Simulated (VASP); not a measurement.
Write the native input for VASP 6.6.1 that does the following.

- Task: single point
- Functional: PBE
- Potentials or basis: VASP PAW PBE potentials, release 64 (Nb_sv, Si)
- Cutoff: 520 eV
- k mesh: 8 × 8 × 8
- Occupations: fermi-dirac, width 0.05 eV
- Spin: no spin polarisation
- Dipole correction: no
- Further INCAR settings: ALGO = Normal; EDIFF = 1e-06; NBANDS = 16

The structure of NbSi lies in POSCAR:

```
NbSi
1.0
    3.1564400000      0.0000000000      0.0000000000
    0.0000000000      3.1564400000      0.0000000000
    0.0000000000      0.0000000000      3.1564400000
Nb Si
1 1
Direct
    0.0000000000      0.0000000000      0.0000000000
    0.5000000000      0.5000000000      0.5000000000
```

These files were run (other wordings do the same):

INCAR

```
ALGO = Normal
EDIFF = 1E-6
ENCUT = 520
GGA = PE
ISIF = 2
ISMEAR = -1
LASPH = T
LCHARG = F
LREAL = F
LWAVE = F
NBANDS = 16
NELM = 100
PREC = Accurate
SIGMA = 0.05
```

KPOINTS

```
k-points
0
Gamma
  8 8 8
```

Potentials or basis: VASP PAW PBE potentials, release 64 (Nb_sv, Si).

Command:

```bash
$ cat potpaw_PBE.64/Nb_sv/POTCAR potpaw_PBE.64/Si/POTCAR > POTCAR
$ mpirun -np 1 vasp_std > vasp.out
```

Results of the run:

```json
{"Pressure": "-0.3 GPa"}
```

Wall time 9.4 s on 1 thread of Intel(R) Xeon(R) Platinum 8259CL CPU @ 2.50GHz (Skylake/Cascade Lake) (shared host), peak memory 0.14 GiB.
